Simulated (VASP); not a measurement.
# TaRu (P4/mmm) in VASP: a series of runs

Runs on TaRu. Level: LDA. Tasks: single point.

Program: VASP 6.6.1. These are calculated values, not measurements. Logs are shortened: lines on timing, memory, paths and dates and some standing lists are left out, and cuts for length are marked.

## Step 1: The cell of the first run

Symmetry: P4/mmm, No. 123, tetragonal system. Conventional cell: a = 3.043 Å, b = 3.043 Å, c = 3.378 Å, α = 90.00°, β = 90.00°, γ = 90.00°. Within 3.6 Å of Ta (site symmetry 4/mmm) lie 8 Ru at 2.74 Å and 6 Ta at 3.04 to 3.38 Å. Within 3.6 Å of Ru (site symmetry 4/mmm) lie 8 Ta at 2.74 Å and 6 Ru at 3.04 to 3.38 Å.

## Step 2: Single point, LDA (volume scaled by 0.99)

The input, INCAR:

```
SYSTEM = TaRu
PREC = Accurate ; ENCUT = 520
EDIFF = 1E-7 ; ISMEAR = -1
SIGMA = 0.05 ; LREAL = .False.
LASPH = .True. ; NELM = 60
ALGO = Normal ; ISIF = 2
LWAVE = .False. ; LCHARG = .False.
NBANDS = 20
```

The input, KPOINTS:

```
regular mesh
0
Gamma
  11 11 10
  0 0 0
```

The input, POSCAR:

```
TaRu
1.0
    3.0427892214      0.0000000000      0.0000000000
    0.0000000000      3.0427892214      0.0000000000
    0.0000000000      0.0000000000      3.3776654672
Ta Ru
1 1
Direct
    0.5000000000      0.5000000000      0.5000000000
    0.0000000000      0.0000000000      0.0000000000
```

Potentials or basis: VASP PAW LDA potentials, release 64 (Ta_pv, Ru_pv).

Launch:

```sh
$ cat potpaw_LDA.64/Ta_pv/POTCAR potpaw_LDA.64/Ru_pv/POTCAR > POTCAR
$ mpirun -np 1 vasp_std > vasp.out
```

OUTCAR:

```text
SYSTEM = TaRu
   PREC = Accurate
   ENCUT = 520
   EDIFF = 1E-7
   ISMEAR = -1
   LREAL = .False.
   LASPH = .True.
   NELM = 60
   ISIF = 2

 ion  position               nearest neighbor table
   1  0.500  0.500  0.500-   2 2.74   2 2.74   2 2.74   2 2.74   2 2.74   2 2.74   2 2.74   2 2.74

   2  0.000  0.000  0.000-   1 2.74   1 2.74   1 2.74   1 2.74   1 2.74   1 2.74   1 2.74   1 2.74

  LATTYP: Found a simple tetragonal cell.
 ALAT       =     3.0427892214
 C/A-ratio  =     1.1100556829

  Lattice vectors:

 A1 = (   3.0427892214,   0.0000000000,   0.0000000000)
 A2 = (   0.0000000000,   3.0427892214,   0.0000000000)
 A3 = (   0.0000000000,   0.0000000000,   3.3776654672)

Analysis of symmetry for initial positions (statically):
=====================================================================
 Subroutine PRICEL returns:
 Original cell was already a primitive cell.

 Routine SETGRP: Setting up the symmetry group for a
 simple tetragonal supercell.

 Subroutine GETGRP returns: Found 16 space group operations
 (whereof 16 operations were pure point group operations)
 out of a pool of 16 trial point group operations.

The static configuration has the point symmetry D_4h.

Analysis of symmetry for dynamics (positions and initial velocities):
=====================================================================
 Subroutine PRICEL returns:
 Original cell was already a primitive cell.

 Routine SETGRP: Setting up the symmetry group for a
 simple tetragonal supercell.

 Subroutine GETGRP returns: Found 16 space group operations
 (whereof 16 operations were pure point group operations)
 out of a pool of 16 trial point group operations.

The dynamic configuration has the point symmetry D_4h.

 Subroutine INISYM returns: Found 16 space group operations
 (whereof 16 operations are pure point group operations),
 and found     1 'primitive' translations

----------------------------------------------------------------------------------------

                                     Primitive cell

  volume of cell :      31.2723

  direct lattice vectors                    reciprocal lattice vectors
     3.042789221  0.000000000  0.000000000     0.328645834  0.000000000  0.000000000
     0.000000000  3.042789221  0.000000000     0.000000000  0.328645834  0.000000000
     0.000000000  0.000000000  3.377665467     0.000000000  0.000000000  0.296062476

  length of vectors
     3.042789221  3.042789221  3.377665467     0.328645834  0.328645834  0.296062476

  position of ions in fractional coordinates (direct lattice)
     0.500000000  0.500000000  0.500000000
     0.000000000  0.000000000  0.000000000

  ion indices of the primitive-cell ions
   primitive index   ion index
                 1           1
                 2           2

----------------------------------------------------------------------------------------

 KPOINTS: regular mesh

Automatic generation of k-mesh.
 Grid dimensions read from file:
 generate k-points for:   11   11   10

 Generating k-lattice:

  Cartesian coordinates                     Fractional coordinates (reciprocal lattice)
     0.029876894  0.000000000  0.000000000     0.090909091  0.000000000  0.000000000
     0.000000000  0.029876894  0.000000000     0.000000000  0.090909091  0.000000000
     0.000000000  0.000000000  0.029606248     0.000000000  0.000000000  0.100000000

  Length of vectors
     0.029876894  0.029876894  0.029606248

  Shift w.r.t. Gamma in fractional coordinates (k-lattice)
     0.000000000  0.000000000  0.000000000

 Subroutine IBZKPT returns following result:
 ===========================================

 Found    126 irreducible k-points:

 Following reciprocal coordinates:
            Coordinates               Weight
  0.000000  0.000000  0.000000      1.000000
  0.090909  0.000000  0.000000      4.000000
  0.181818  0.000000  0.000000      4.000000
  0.272727  0.000000  0.000000      4.000000
  0.363636  0.000000  0.000000      4.000000
  0.454545  0.000000  0.000000      4.000000
[... 16 lines left out ...]
  0.090909  0.000000  0.100000      8.000000
  0.181818  0.000000  0.100000      8.000000
 [... further k-points ...]
   k-points           NKPTS =    126   k-points in BZ     NKDIM =    126   number of bands    NBANDS=     20
   number of dos      NEDOS =    301   number of ions     NIONS =      2
   total plane-waves  NPLWV =  16128
   dimension x,y,z NGX =    24 NGY =   24 NGZ =   28
   dimension x,y,z NGXF=    48 NGYF=   48 NGZF=   56
   ions per type =               1   1
   NGX,Y,Z   is equivalent  to a cutoff of  13.11, 13.11, 13.78 a.u.
   NGXF,Y,Z  is equivalent  to a cutoff of  26.23, 26.23, 27.56 a.u.
 SYSTEM =  TaRu
   PREC   = accura    normal or accurate (medium, high low for compatibility)
   ISTART =      0    job   : 0-new  1-cont  2-samecut
   ICHARG =      2    charge: 1-file 2-atom 10-const
   ISPIN  =      1    spin polarized calculation?
   LNONCOLLINEAR =      F non collinear calculations
   LSORBIT =      F    spin-orbit coupling
   LASPH  =      T    aspherical Exc in radial PAW
   ENCUT  =  520.0 eV  38.22 Ry    6.18 a.u.   5.66  5.66  6.28*2*pi/ulx,y,z
   NELM   =     60;   NELMIN=  2; NELMDL= -5     # of ELM steps
   EDIFF  = 0.1E-06   stopping-criterion for ELM
   LREAL  =      F    real-space projection
   EDIFFG = 0.1E-05   stopping-criterion for IOM
   NSW    =      0    number of steps for IOM
   IBRION =     -1    ionic relax: 0-MD 1-quasi-New 2-CG
   NFREE  =      0    steps in history (QN), initial steepest desc. (CG)
   ISIF   =      2    stress and relaxation
   ISYM   =      2    0-nonsym 1-usesym 2-fastsym
   POTIM  = 0.5000    time-step for ionic-motion
   TEBEG  =    0.0;   TEEND  =   0.0 temperature during run
   PSTRESS=    0.0 pullay stress
   NELECT =      25.0000    total number of electrons
   NUPDOWN=      -1.0000    fix difference up-down
   EMIN   =  10.00;   EMAX   =-10.00  energy-range for DOS
   EFERMI =   0.00;   METHOD = LEGACY
   ISMEAR =    -1;   SIGMA  =   0.05  broadening in eV -4-tet -1-fermi 0-gaus
   EFERMI_NEDOS =   21; number of points for ismear=-14 and -15
   IALGO  =     38    algorithm
   IMIX   =      4    mixing-type and parameters
     AMIX     =   0.40;   BMIX     =  1.00
     AMIX_MAG =   1.60;   BMIX_MAG =  1.00
  volume/ion in A,a.u.               =      15.64       105.52
  Fermi-wavevector in a.u.,A,eV,Ry     =   1.519386  2.871223 31.409498  2.308533
  Thomas-Fermi vector in A             =   2.628379
   LORBIT       =      0    0 simple, 1 ext, 2 COOP (PROOUT), +10 PAW based schemes
   GGA     = CA    functional components
   LHFCALC =     F    Hartree Fock is set to
   AEXX    =    0.0000 exact exchange contribution
   IVDW    =     0    specifies the selected vdW correction
   LEPSILON=     F    determine dielectric tensor
   LRPA    =     F    only Hartree local field effects (RPA)
 non-spin polarized calculation
  energy-cutoff  :      520.00
  volume of cell :       31.27
 maximum number of plane-waves:       858
 NGX is ok and might be reduce to    24
   NGX = 11   NGY = 11   NGZ = 13

 number of electron      25.0000005 magnetization

 Free energy of the ion-electron system (eV)
  ---------------------------------------------------
  ext. energy  EPLUGINS =         0.00000000
  ---------------------------------------------------
  free energy    TOTEN  =       -24.05182989 eV

  energy without entropy =      -24.03214233  energy(sigma->0) =      -24.04198611

 E-fermi :   9.3527     XC(G=0): -13.5425

 val. band max:        9.3464258076   @ k =   0.4545   0.0909   0.1000
 cond. band min:       9.3788021657   @ k =   0.4545   0.0000   0.5000
 fundamental gap:      0.0323763581
 Fermi energy:         9.3527077496

 k-point     1 :       0.0000    0.0000    0.0000
  band No.  band energies     occupation
      1     -33.4112      2.00000
      2     -33.3595      2.00000
      3     -33.3595      2.00000
      4     -25.3004      2.00000
      5     -25.1572      2.00000
      6     -25.1572      2.00000
[... 12 lines left out ...]
     19      18.8331      0.00000
     20      18.8331      0.00000

 k-point     2 :       0.0909    0.0000    0.0000
  band No.  band energies     occupation
      1     -33.4087      2.00000
      2     -33.3723      2.00000
      3     -33.3576      2.00000
      4     -25.3003      2.00000
      5     -25.1982      2.00000
      6     -25.1558      2.00000
[... 12 lines left out ...]
     19      18.1586      0.00000
     20      19.5839      0.00000

 k-point     3 :       0.1818    0.0000    0.0000
  band No.  band energies     occupation
      1     -33.4065      2.00000
      2     -33.4018      2.00000
      3     -33.3526      2.00000
      4     -25.3067      2.00000
      5     -25.2999      2.00000
      6     -25.1521      2.00000
[... 12 lines left out ...]
     19      19.1592      0.00000
     20      19.5475      0.00000

 k-point     4 :       0.2727    0.0000    0.0000
  band No.  band energies     occupation
      1     -33.4510      2.00000
      2     -33.3929      2.00000
      3     -33.3461      2.00000
      4     -25.4460      2.00000
      5     -25.2994      2.00000
      6     -25.1472      2.00000
[... 12 lines left out ...]
     19      19.5475      0.00000
     20      21.3010      0.00000

 k-point     5 :       0.3636    0.0000    0.0000
  band No.  band energies     occupation
      1     -33.4916      2.00000
      2     -33.3846      2.00000
      3     -33.3401      2.00000
      4     -25.5713      2.00000
      5     -25.2989      2.00000
      6     -25.1427      2.00000
[... 12 lines left out ...]
     19      19.5474      0.00000
     20      21.6036      0.00000

 k-point     6 :       0.4545    0.0000    0.0000
  band No.  band energies     occupation
      1     -33.5156      2.00000
      2     -33.3797      2.00000
      3     -33.3365      2.00000
      4     -25.6446      2.00000
      5     -25.2987      2.00000
      6     -25.1400      2.00000
[... 12 lines left out ...]
     19      19.5473      0.00000
     20      21.6030      0.00000

 k-point     7 :       0.0909    0.0909    0.0000
  band No.  band energies     occupation
      1     -33.4062      2.00000
      2     -33.3725      2.00000
      3     -33.3688      2.00000
      4     -25.2998      2.00000
      5     -25.2027      2.00000
      6     -25.1896      2.00000
[... 12 lines left out ...]
     19      18.7096      0.00000
     20      19.0415      0.00000
[... 277 lines left out ...]
 k-point    20 :       0.4545    0.3636    0.0000
  band No.  band energies     occupation
      1     -33.5186      2.00000
      2     -33.4911      2.00000
      3     -33.3643      2.00000
      4     -25.5575      2.00000
      5     -25.4806      2.00000
      6     -25.2555      2.00000
[... 12 lines left out ...]
     19      19.5458      0.00000
     20      19.9987      0.00000

 k-point    21 :       0.4545    0.4545    0.0000
  band No.  band energies     occupation
      1     -33.5196      2.00000
      2     -33.5187      2.00000
      3     -33.3615      2.00000
      4     -25.5430      2.00000
      5     -25.5396      2.00000
      6     -25.2475      2.00000
[... 12 lines left out ...]
     19      19.5454      0.00000
     20      19.6419      0.00000

 k-point    22 :       0.0000    0.0000    0.1000
  band No.  band energies     occupation
      1     -33.4148      2.00000
      2     -33.3583      2.00000
      3     -33.3583      2.00000
      4     -25.3212      2.00000
      5     -25.1584      2.00000
      6     -25.1584      2.00000
[... 12 lines left out ...]
     19      19.5907      0.00000
     20      19.5907      0.00000

 k-point    23 :       0.0909    0.0000    0.1000
  band No.  band energies     occupation
      1     -33.4127      2.00000
      2     -33.3712      2.00000
      3     -33.3565      2.00000
      4     -25.3206      2.00000
      5     -25.1982      2.00000
      6     -25.1568      2.00000
[... 12 lines left out ...]
     19      18.9230      0.00000
     20      19.5480      0.00000

 k-point    24 :       0.1818    0.0000    0.1000
  band No.  band energies     occupation
      1     -33.4113      2.00000
      2     -33.4015      2.00000
      3     -33.3516      2.00000
      4     -25.3258      2.00000
      5     -25.2968      2.00000
      6     -25.1525      2.00000
[... 12 lines left out ...]
     19      18.6412      0.00000
     20      19.5482      0.00000

 [... further k-points ...]

------------------------ aborting loop because EDIFF is reached ----------------------------------------

  FORCE on cell =-STRESS in cart. coord.  units (eV):
  Direction    XX          YY          ZZ          XY          YZ          ZX
  --------------------------------------------------------------------------------------
  -------------------------------------------------------------------------------------
  Total       -1.4371610     -1.4371610     -1.2461430      0.0000000      0.0000000      0.0000000
  in kB      -73.6301401    -73.6301401    -63.8437060      0.0000000      0.0000000      0.0000000
  external PRESSURE =     -70.3679954 kB  Pullay stress =       0.0000000 kB

 VOLUME and BASIS-vectors are now :
 -----------------------------------------------------------------------------
  energy-cutoff  :      520.00
  volume of cell :       31.27
      direct lattice vectors                 reciprocal lattice vectors
     3.042789221  0.000000000  0.000000000     0.328645834  0.000000000  0.000000000
     0.000000000  3.042789221  0.000000000     0.000000000  0.328645834  0.000000000
     0.000000000  0.000000000  3.377665467     0.000000000  0.000000000  0.296062476

 POSITION                                       TOTAL-FORCE (eV/Angst)
 -----------------------------------------------------------------------------------
      1.52139      1.52139      1.68883         0.000000      0.000000      0.000000
      0.00000      0.00000      0.00000         0.000000      0.000000      0.000000
 -----------------------------------------------------------------------------------
    total drift:                                0.000000      0.000000     -0.000000

  FREE ENERGIE OF THE ION-ELECTRON SYSTEM (eV)
  ---------------------------------------------------
  free  energy   TOTEN  =       -24.0518298902 eV

  energy  without entropy=      -24.0321423341  energy(sigma->0) =      -24.04198611
```

Run time: 22 s. Hardware: 1 thread of Intel Xeon 6975P-C (Granite Rapids), shared host; peak memory 0.18 GiB.

What came out:

- Free energy: -24.0518 eV
- Pressure: -7.0 GPa

Levels at points of the mesh, in eV from the Fermi level:
| k point | band 8 | band 9 | band 10 | band 11 | band 12 | band 13 | band 14 | band 15 | band 16 | band 17 |
| --- | --- | --- | --- | --- | --- | --- | --- | --- | --- | --- |
| (0.00, 0.00, 0.00) | -5.93 | -5.71 | -2.39 | -2.39 | -1.51 | 0.43 | 1.79 | 4.35 | 4.48 | 4.48 |
| (0.00, 0.00, 0.50) | -4.80 | -3.94 | -2.57 | -1.81 | -1.81 | -0.81 | 0.08 | 0.78 | 0.78 | 3.04 |

Caveat: spin-orbit coupling is left out, which moves the levels of the heavy elements.

## Step 3: Single point, LDA (volume scaled by 1.02)

The input, INCAR:

```
PREC = Accurate
ENCUT = 520
EDIFF = 1E-7
ISMEAR = -1
SIGMA = 0.05
LREAL = False
LASPH = True
NELM = 80
ALGO = Normal
ISIF = 2
LWAVE = False
LCHARG = True
LELF = True
LVHAR = True
NBANDS = 20
```

The input, KPOINTS:

```
regular mesh
0
Gamma
  11 11 10
```

The input, POSCAR:

```
TaRu
1.0
    3.0732191323      0.0000000000      0.0000000000
    0.0000000000      3.0732191323      0.0000000000
    0.0000000000      0.0000000000      3.4114443627
Ta Ru
1 1
Direct
    0.5000000000      0.5000000000      0.5000000000
    0.0000000000      0.0000000000      0.0000000000
```

Potentials or basis: VASP PAW LDA potentials, release 64 (Ta_pv, Ru_pv).

Launch:

```sh
$ cat potpaw_LDA.64/Ta_pv/POTCAR potpaw_LDA.64/Ru_pv/POTCAR > POTCAR
$ mpirun -np 1 vasp_std > vasp.out
```

OUTCAR:

```text
PREC = Accurate
   ENCUT = 520
   EDIFF = 1E-7
   ISMEAR = -1
   LREAL = False
   LASPH = True
   NELM = 80
   ISIF = 2

 ion  position               nearest neighbor table
   1  0.500  0.500  0.500-   2 2.76   2 2.76   2 2.76   2 2.76   2 2.76   2 2.76   2 2.76   2 2.76

   2  0.000  0.000  0.000-   1 2.76   1 2.76   1 2.76   1 2.76   1 2.76   1 2.76   1 2.76   1 2.76

  LATTYP: Found a simple tetragonal cell.
 ALAT       =     3.0732191323
 C/A-ratio  =     1.1100556829

  Lattice vectors:

[... 738 lines left out ...]

------------------------ aborting loop because EDIFF is reached ----------------------------------------

  FORCE on cell =-STRESS in cart. coord.  units (eV):
  Direction    XX          YY          ZZ          XY          YZ          ZX
  --------------------------------------------------------------------------------------
  -------------------------------------------------------------------------------------
  Total       -2.9452353     -2.9452353     -2.6726424      0.0000000      0.0000000      0.0000000
  in kB     -146.4553461   -146.4553461   -132.9003409      0.0000000      0.0000000      0.0000000
  external PRESSURE =    -141.9370111 kB  Pullay stress =       0.0000000 kB

 VOLUME and BASIS-vectors are now :
 -----------------------------------------------------------------------------
  energy-cutoff  :      520.00
  volume of cell :       32.22
      direct lattice vectors                 reciprocal lattice vectors
     3.073219132  0.000000000  0.000000000     0.325391701  0.000000000  0.000000000
     0.000000000  3.073219132  0.000000000     0.000000000  0.325391701  0.000000000
     0.000000000  0.000000000  3.411444363     0.000000000  0.000000000  0.293130971

 POSITION                                       TOTAL-FORCE (eV/Angst)
 -----------------------------------------------------------------------------------
      1.53661      1.53661      1.70572         0.000000      0.000000      0.000000
      0.00000      0.00000      0.00000         0.000000      0.000000      0.000000
 -----------------------------------------------------------------------------------
    total drift:                                0.000000      0.000000     -0.000000

  FREE ENERGIE OF THE ION-ELECTRON SYSTEM (eV)
  ---------------------------------------------------
  free  energy   TOTEN  =       -23.9889664604 eV

  energy  without entropy=      -23.9690278509  energy(sigma->0) =      -23.97899716
```

stdout:

```text
POSCAR found type information on POSCAR TaRu
 POSCAR found :  2 types and       2 ions
 scaLAPACK will be used
 LDA part: xc-table for (Slater(with rela. corr.)+CA(PZ))
 , standard interpolation
 POSCAR, INCAR and KPOINTS ok, starting setup
 FFT: planning ... GRIDC
 FFT: planning ... GRID_SOFT
 FFT: planning ... GRID
 WAVECAR not read
 entering main loop
```

Run time: 23 s. Hardware: 1 thread of Intel Xeon 6975P-C (Granite Rapids), shared host; peak memory 0.18 GiB.

What came out:

* Free energy: -23.9890 eV
* Pressure: -14.2 GPa

Stress tensor (GPa, compression positive):
```
-14.65   0.00   0.00
  0.00 -14.65   0.00
  0.00   0.00 -13.29
```

Levels at points of the mesh, in eV from the Fermi level:
```csv
k point,band 8,band 9,band 10,band 11,band 12,band 13,band 14,band 15,band 16,band 17
"(0.00, 0.00, 0.00)",-5.68,-5.47,-2.29,-2.29,-1.46,0.42,1.73,4.18,4.30,4.30
"(0.00, 0.00, 0.50)",-4.71,-3.77,-2.44,-1.75,-1.75,-0.79,0.05,0.77,0.77,2.94
```

Caveat: spin-orbit coupling is left out, which moves the levels of the heavy elements.

[end of part 1 of 2]
